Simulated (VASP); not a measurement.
# MnO (Pm-3m) in VASP: a series of runs

The runs below take MnO through single point, with PBE-based screened hybrid with 25 % exact exchange.

Everything below comes from runs of VASP 6.6.1. Logs are shortened: lines on timing, memory, paths and dates and some standing lists are left out, and cuts for length are marked.

## (1) The cell of the first run

The structure is cubic, space group Pm-3m (No. 221). The conventional cell has a = 2.672 Å, b = 2.672 Å, c = 2.672 Å, α = 90.00°, β = 90.00°, γ = 90.00°. Within 3.1 Å of Mn (site symmetry m-3m) lie 8 O at 2.31 Å and 6 Mn at 2.67 Å. O (site symmetry m-3m) has 8 Mn at 2.31 Å and 6 O at 2.67 Å within 3.1 Å.

## (2) Single point, PBE-based screened hybrid with 25 % exact exchange, collinear spin, ferromagnetic start

File POSCAR:

```
MnO
1.0
    2.6723886600      0.0000000000      0.0000000000
    0.0000000000      2.6723886600      0.0000000000
    0.0000000000      0.0000000000      2.6723886600
Mn O
1 1
Direct
    0.0000000000      0.0000000000      0.0000000000
    0.5000000000      0.5000000000      0.5000000000
```

File INCAR.step1:

```
SYSTEM = MnO
PREC = Accurate
ENCUT = 520
EDIFF = 1E-5
ISMEAR = -1
SIGMA = 0.05
LREAL = .False.
LASPH = .True.
NELM = 150
ALGO = Normal
ISIF = 2
LWAVE = .True.
LCHARG = .False.
ISPIN = 2
MAGMOM = 4 0
LORBIT = 11
LMAXMIX = 4
NBANDS = 20
GGA = PE
```

File INCAR.step2:

```
SYSTEM = MnO
PREC = Accurate
ENCUT = 520
EDIFF = 1E-6
ISMEAR = -1
SIGMA = 0.05
LREAL = .False.
LASPH = .True.
NELM = 150
ALGO = Normal
ISIF = 2
LWAVE = .False.
LCHARG = .False.
ISPIN = 2
MAGMOM = 4 0
LORBIT = 11
LMAXMIX = 4
GGA = PE
LHFCALC = .True.
AEXX = 0.25
HFSCREEN = 0.3
PRECFOCK = Normal
NBANDS = 20
ISTART = 1
```

File KPOINTS:

```
Automatic mesh
0
Gamma
  5 5 5
  0 0 0
```

Potentials or basis: VASP PAW PBE potentials, release 64 (Mn_pv, O).

Started as:

```bash
$ cat potpaw_PBE.64/Mn_pv/POTCAR potpaw_PBE.64/O/POTCAR > POTCAR
$ cp INCAR.step1 INCAR
$ mpirun -np 1 vasp_std > vasp.out
$ cp INCAR.step2 INCAR
$ mpirun -np 1 vasp_std > vasp.out
```

OUTCAR:

```text
SYSTEM = MnO
   PREC = Accurate
   ENCUT = 520
   EDIFF = 1E-6
   ISMEAR = -1
   LREAL = .False.
   LASPH = .True.
   NELM = 150
   ISIF = 2
   ISPIN = 2
   LORBIT = 11
   GGA = PE
   LHFCALC = .True.
   AEXX = 0.25
   HFSCREEN = 0.3
   PRECFOCK = Normal
   ISTART = 1

 ion  position               nearest neighbor table
   1  0.000  0.000  0.000-   2 2.31   2 2.31   2 2.31   2 2.31   2 2.31   2 2.31   2 2.31   2 2.31

   2  0.500  0.500  0.500-   1 2.31   1 2.31   1 2.31   1 2.31   1 2.31   1 2.31   1 2.31   1 2.31

  LATTYP: Found a simple cubic cell.
 ALAT       =     2.6723886600

  Lattice vectors:

 A1 = (   2.6723886600,   0.0000000000,   0.0000000000)
 A2 = (   0.0000000000,   2.6723886600,   0.0000000000)
 A3 = (   0.0000000000,   0.0000000000,   2.6723886600)

Analysis of symmetry for initial positions (statically):
=====================================================================
 Subroutine PRICEL returns:
 Original cell was already a primitive cell.

 Routine SETGRP: Setting up the symmetry group for a
 simple cubic supercell.

 Subroutine GETGRP returns: Found 48 space group operations
 (whereof 48 operations were pure point group operations)
 out of a pool of 48 trial point group operations.

The static configuration has the point symmetry O_h .

Analysis of symmetry for dynamics (positions and initial velocities):
=====================================================================
 Subroutine PRICEL returns:
 Original cell was already a primitive cell.

 Routine SETGRP: Setting up the symmetry group for a
 simple cubic supercell.

 Subroutine GETGRP returns: Found 48 space group operations
 (whereof 48 operations were pure point group operations)
 out of a pool of 48 trial point group operations.

The dynamic configuration has the point symmetry O_h .

Analysis of structural, dynamic, and magnetic symmetry:
=====================================================================
 Subroutine PRICEL returns:
 Original cell was already a primitive cell.

 Routine SETGRP: Setting up the symmetry group for a
 simple cubic supercell.

 Subroutine GETGRP returns: Found 48 space group operations
 (whereof 48 operations were pure point group operations)
 out of a pool of 48 trial point group operations.

The overall configuration has the point symmetry O_h .

 Subroutine INISYM returns: Found 48 space group operations
 (whereof 48 operations are pure point group operations),
 and found     1 'primitive' translations

----------------------------------------------------------------------------------------

                                     Primitive cell

  volume of cell :      19.0853

  direct lattice vectors                    reciprocal lattice vectors
     2.672388660  0.000000000  0.000000000     0.374197068  0.000000000  0.000000000
     0.000000000  2.672388660  0.000000000     0.000000000  0.374197068  0.000000000
     0.000000000  0.000000000  2.672388660     0.000000000  0.000000000  0.374197068

  length of vectors
     2.672388660  2.672388660  2.672388660     0.374197068  0.374197068  0.374197068

  position of ions in fractional coordinates (direct lattice)
     0.000000000  0.000000000  0.000000000
     0.500000000  0.500000000  0.500000000

  ion indices of the primitive-cell ions
   primitive index   ion index
                 1           1
                 2           2

----------------------------------------------------------------------------------------

 KPOINTS: Automatic mesh

Automatic generation of k-mesh.
 Grid dimensions read from file:
 generate k-points for:    5    5    5

 Generating k-lattice:

  Cartesian coordinates                     Fractional coordinates (reciprocal lattice)
     0.074839414  0.000000000  0.000000000     0.200000000  0.000000000  0.000000000
     0.000000000  0.074839414  0.000000000     0.000000000  0.200000000  0.000000000
     0.000000000  0.000000000  0.074839414     0.000000000  0.000000000  0.200000000

  Length of vectors
     0.074839414  0.074839414  0.074839414

  Shift w.r.t. Gamma in fractional coordinates (k-lattice)
     0.000000000  0.000000000  0.000000000

 Subroutine IBZKPT returns following result:
 ===========================================

 Found     10 irreducible k-points:

 Following reciprocal coordinates:
            Coordinates               Weight
  0.000000  0.000000  0.000000      1.000000
  0.200000  0.000000  0.000000      6.000000
  0.400000  0.000000  0.000000      6.000000
  0.200000  0.200000  0.000000     12.000000
  0.400000  0.200000  0.000000     24.000000
  0.400000  0.400000  0.000000     12.000000
  0.200000  0.200000  0.200000      8.000000
  0.400000  0.200000  0.200000     24.000000
  0.400000  0.400000  0.200000     24.000000
  0.400000  0.400000  0.400000      8.000000
   k-points           NKPTS =     10   k-points in BZ     NKDIM =    125   number of bands    NBANDS=     20
   number of dos      NEDOS =    301   number of ions     NIONS =      2
   total plane-waves  NPLWV =   8000
   dimension x,y,z NGX =    20 NGY =   20 NGZ =   20
   dimension x,y,z NGXF=    40 NGYF=   40 NGZF=   40
   ions per type =               1   1
   NGX,Y,Z   is equivalent  to a cutoff of  12.44, 12.44, 12.44 a.u.
   NGXF,Y,Z  is equivalent  to a cutoff of  24.88, 24.88, 24.88 a.u.
 SYSTEM =  MnO
   PREC   = accura    normal or accurate (medium, high low for compatibility)
   ISTART =      1    job   : 0-new  1-cont  2-samecut
   ICHARG =      0    charge: 1-file 2-atom 10-const
   ISPIN  =      2    spin polarized calculation?
   LNONCOLLINEAR =      F non collinear calculations
   LSORBIT =      F    spin-orbit coupling
   LASPH  =      T    aspherical Exc in radial PAW
   ENCUT  =  520.0 eV  38.22 Ry    6.18 a.u.   4.97  4.97  4.97*2*pi/ulx,y,z
   NELM   =    150;   NELMIN=  2; NELMDL=  0     # of ELM steps
   EDIFF  = 0.1E-05   stopping-criterion for ELM
   LREAL  =      F    real-space projection
   EDIFFG = 0.1E-04   stopping-criterion for IOM
   NSW    =      0    number of steps for IOM
   IBRION =     -1    ionic relax: 0-MD 1-quasi-New 2-CG
   NFREE  =      0    steps in history (QN), initial steepest desc. (CG)
   ISIF   =      2    stress and relaxation
   ISYM   =      3    0-nonsym 1-usesym 2-fastsym
   POTIM  = 0.5000    time-step for ionic-motion
   TEBEG  =    0.0;   TEEND  =   0.0 temperature during run
   PSTRESS=    0.0 pullay stress
   NELECT =      19.0000    total number of electrons
   NUPDOWN=      -1.0000    fix difference up-down
   EMIN   =  10.00;   EMAX   =-10.00  energy-range for DOS
   EFERMI =   0.00;   METHOD = LEGACY
   ISMEAR =    -1;   SIGMA  =   0.05  broadening in eV -4-tet -1-fermi 0-gaus
   EFERMI_NEDOS =   21; number of points for ismear=-14 and -15
   IALGO  =     38    algorithm
   IMIX   =      1    mixing-type and parameters
     AMIX     =   0.40;   BMIX     =  1.00
     AMIX_MAG =   1.60;   BMIX_MAG =  1.00
  volume/ion in A,a.u.               =       9.54        64.40
  Fermi-wavevector in a.u.,A,eV,Ry     =   1.634656  3.089052 36.356137  2.672101
  Thomas-Fermi vector in A             =   2.726259
   LORBIT       =     11    0 simple, 1 ext, 2 COOP (PROOUT), +10 PAW based schemes
   GGA     = PE    functional components
   LHFCALC =     T    Hartree Fock is set to
   PRECFOCK=normal    Normal, Fast or Accurate (Low or Medium for compatibility)
   ENCUT4O =  -1.0   cutoff for four orbital integrals eV
   NKREDX  =     1    reduce k-point grid by
   NKREDY  =     1    reduce k-point grid by
   NKREDZ  =     1    reduce k-point grid by
   AEXX    =    0.2500 exact exchange contribution
   HFSCREEN=    0.3000 screening length (either q_TF or 0.3 A-1)
   HFSCREENC=   0.3000 screening length for correlation (either q_TF or 0.3 A-1)
   ENCUTFOCK=  -1.0 apply spherical cutoff to Coloumb kernel
   IVDW    =     0    specifies the selected vdW correction
   LEPSILON=     F    determine dielectric tensor
   LRPA    =     F    only Hartree local field effects (RPA)
 spin polarized calculation
  energy-cutoff  :      520.00
  volume of cell :       19.09
 maximum number of plane-waves:       521
 NGX is ok and might be reduce to    20
  NGX = 16; NGY = 16; NGZ = 16

 number of electron      19.0000027 magnetization       4.9942510

 Free energy of the ion-electron system (eV)
  ---------------------------------------------------
  ext. energy  EPLUGINS =         0.00000000
  ---------------------------------------------------
  free energy    TOTEN  =       -21.78076156 eV

  energy without entropy =      -21.78076156  energy(sigma->0) =      -21.78076156

 E-fermi :   8.3093     XC(G=0): -10.5306

 val. band max:        7.3292218061   @ k =   0.4000   0.0000   0.0000
 cond. band min:       9.1452369679   @ k =   0.0000   0.0000   0.0000
 fundamental gap:      1.8160151618
 Fermi energy:         8.3092754426

 spin component 1

 k-point     1 :       0.0000    0.0000    0.0000
  band No.  band energies     occupation
      1     -46.1992      1.00000
      2     -46.1992      1.00000
      3     -46.1992      1.00000
      4     -13.9786      1.00000
      5       1.9990      1.00000
      6       1.9990      1.00000
[... 12 lines left out ...]
     19      38.1221      0.00000
[... 190 lines left out ...]
      3     -46.3418      1.00000
      4     -11.5058      1.00000
      5      -0.1692      1.00000
      6      -0.1692      1.00000
[... 12 lines left out ...]
     19      30.2145      0.00000
     20      42.8330      0.00000
 Fermi energy:         8.3092754426

 spin component 2

 k-point     1 :       0.0000    0.0000    0.0000
  band No.  band energies     occupation
      1     -39.4518      1.00000
      2     -39.4518      1.00000
      3     -39.4518      1.00000
      4     -13.3405      1.00000
      5       5.5813      1.00000
      6       5.5813      1.00000
[... 12 lines left out ...]
     19      39.1280      0.00000
[... 191 lines left out ...]
      4     -10.8418      1.00000
      5       1.9645      1.00000
      6       1.9645      1.00000
[... 12 lines left out ...]
     19      32.1398      0.00000
     20      43.3226      0.00000

------------------------ aborting loop because EDIFF is reached ----------------------------------------

  FORCE on cell =-STRESS in cart. coord.  units (eV):
  Direction    XX          YY          ZZ          XY          YZ          ZX
  --------------------------------------------------------------------------------------
  -------------------------------------------------------------------------------------
  Total        2.0512028      2.0512028      2.0512028      0.0000000     -0.0000000      0.0000000
  in kB      172.1949179    172.1949179    172.1949179      0.0000000     -0.0000000      0.0000000
  external PRESSURE =     172.1949179 kB  Pullay stress =       0.0000000 kB

 VOLUME and BASIS-vectors are now :
 -----------------------------------------------------------------------------
  energy-cutoff  :      520.00
  volume of cell :       19.09
      direct lattice vectors                 reciprocal lattice vectors
     2.672388660  0.000000000  0.000000000     0.374197068  0.000000000  0.000000000
     0.000000000  2.672388660  0.000000000     0.000000000  0.374197068  0.000000000
     0.000000000  0.000000000  2.672388660     0.000000000  0.000000000  0.374197068

 POSITION                                       TOTAL-FORCE (eV/Angst)
 -----------------------------------------------------------------------------------
      0.00000      0.00000      0.00000         0.000000      0.000000      0.000000
      1.33619      1.33619      1.33619         0.000000      0.000000      0.000000
 -----------------------------------------------------------------------------------
    total drift:                               -0.000002      0.000001     -0.000005

  FREE ENERGIE OF THE ION-ELECTRON SYSTEM (eV)
  ---------------------------------------------------
  free  energy   TOTEN  =       -21.7807615595 eV

  energy  without entropy=      -21.7807615586  energy(sigma->0) =      -21.78076156

 total charge

# of ion       s       p       d       tot
------------------------------------------
    1        0.207   6.192   4.968  11.367
    2        1.566   3.480   0.000   5.046
--------------------------------------------------
tot          1.773   9.672   4.968  16.413

 magnetization (x)

# of ion       s       p       d       tot
------------------------------------------
    1        0.026   0.033   4.517   4.576
    2        0.027   0.202   0.000   0.229
--------------------------------------------------
tot          0.053   0.235   4.517   4.804
```

It took 17 min on 1 thread of Intel Xeon Platinum 8488C (Sapphire Rapids), shared host; peak memory 0.24 GiB.

Results:

```yaml
Free_energy: -21.7808 eV
Pressure: 17.2 GPa
Band_gap_on_the_k_mesh: 1.82 eV (least direct gap 2.80 eV)
Net_moment: 4.99 μB per cell
Site_moments: Mn +4.58; O +0.23 μB
Valence_electrons_inside_the_program's_atomic_spheres: Mn 11.37; O 5.05
```

Caveat: the k points lie up to 0.47 Å⁻¹ apart; the PAW data sets were made with another functional, which shifts forces and pressure a little; an odd mesh through Γ misses points on the zone boundary, where band edges can lie; a cell with one magnetic atom can't hold antiferromagnetic order, which such compounds often take.

## (3) Single point, PBE-based screened hybrid with 25 % exact exchange, collinear spin, ferromagnetic start

This run uses another cell than the first one, of 10.36 Å³/atom.

File POSCAR:

```
MnO
1.0
    2.7465667690      0.0000000000      0.0000000000
    0.0000000000      2.7465667690      0.0000000000
    0.0000000000      0.0000000000      2.7465667690
Mn O
1 1
Direct
    0.0000000000      0.0000000000      0.0000000000
    0.5000000000      0.5000000000      0.5000000000
```

File INCAR.step1:

```
SYSTEM = MnO
ALGO     = Normal         ! electronic algorithm
EDIFF    = 1E-5           ! SCF threshold, eV
ENCUT    = 520            ! plane-wave cutoff, eV
GGA      = PE             ! functional
ISIF     = 2              ! what is computed and relaxed
ISMEAR   = -1             ! smearing method
ISPIN    = 2              ! spin polarisation
LASPH    = .True.         ! aspherical terms in the spheres
LCHARG   = .False.        ! write CHGCAR
LMAXMIX  = 4              ! l up to which the mixer works
LORBIT   = 11             ! projections on sites
LREAL    = .False.        ! projectors in reciprocal space
LWAVE    = .True.         ! write WAVECAR
MAGMOM   = 4 0            ! initial moments
NBANDS   = 20             ! bands
NELM     = 150            ! most SCF steps
PREC     = Accurate       ! precision mode
SIGMA    = 0.05           ! smearing width, eV
```

File INCAR.step2:

```
SYSTEM = MnO
AEXX     = 0.25           ! exact-exchange fraction
ALGO     = Normal         ! electronic algorithm
EDIFF    = 1E-6           ! SCF threshold, eV
ENCUT    = 520            ! plane-wave cutoff, eV
GGA      = PE             ! functional
HFSCREEN = 0.3            ! screening, 1/A
ISIF     = 2              ! what is computed and relaxed
ISMEAR   = -1             ! smearing method
ISPIN    = 2              ! spin polarisation
ISTART   = 1            
LASPH    = .True.         ! aspherical terms in the spheres
LCHARG   = .False.        ! write CHGCAR
LHFCALC  = .True.         ! exact exchange
LMAXMIX  = 4              ! l up to which the mixer works
LORBIT   = 11             ! projections on sites
LREAL    = .False.        ! projectors in reciprocal space
LWAVE    = .False.        ! write WAVECAR
MAGMOM   = 4 0            ! initial moments
NBANDS   = 20             ! bands
NELM     = 150            ! most SCF steps
PREC     = Accurate       ! precision mode
PRECFOCK = Normal       
SIGMA    = 0.05           ! smearing width, eV
```

File KPOINTS:

```
k-points
0
Gamma
  5 5 5
  0 0 0
```

Potentials or basis: VASP PAW PBE potentials, release 64 (Mn_pv, O).

Started as:

```bash
$ cat potpaw_PBE.64/Mn_pv/POTCAR potpaw_PBE.64/O/POTCAR > POTCAR
$ cp INCAR.step1 INCAR
$ mpirun -np 1 vasp_std > vasp.out
$ cp INCAR.step2 INCAR
$ mpirun -np 1 vasp_std > vasp.out
```

Wall time 15 min (1 thread of AMD EPYC 7R43 (Zen 3), shared host); peak memory 0.21 GiB.

It converged, with:

```yaml
Free_energy: -21.8662 eV
Pressure: 0.4 GPa
Band_gap_on_the_k_mesh: 1.33 eV (least direct gap 2.74 eV)
Net_moment: 5.00 μB per cell
Site_moments: Mn +4.59; O +0.20 μB
Valence_electrons_inside_the_program's_atomic_spheres: Mn 11.28; O 5.00
```

Levels at points of the mesh, in eV from the valence-band top:
Spin up:
```csv
k point,band 10,band 11,band 12,band 13,band 14,band 15
"(0.00, 0.00, 0.00)",-2.06,-2.06,-2.06,1.33,16.15,16.15
```
Spin down:
| k point | band 5 | band 6 | band 7 | band 8 | band 9 | band 10 |
| --- | --- | --- | --- | --- | --- | --- |
| (0.00, 0.00, 0.00) | -1.41 | -1.41 | -1.41 | 2.38 | 2.38 | 3.20 |

Caveat: the k points lie up to 0.46 Å⁻¹ apart; the PAW data sets were made with another functional, which shifts forces and pressure a little; an odd mesh through Γ misses points on the zone boundary, where band edges can lie; a cell with one magnetic atom can't hold antiferromagnetic order, which such compounds often take.
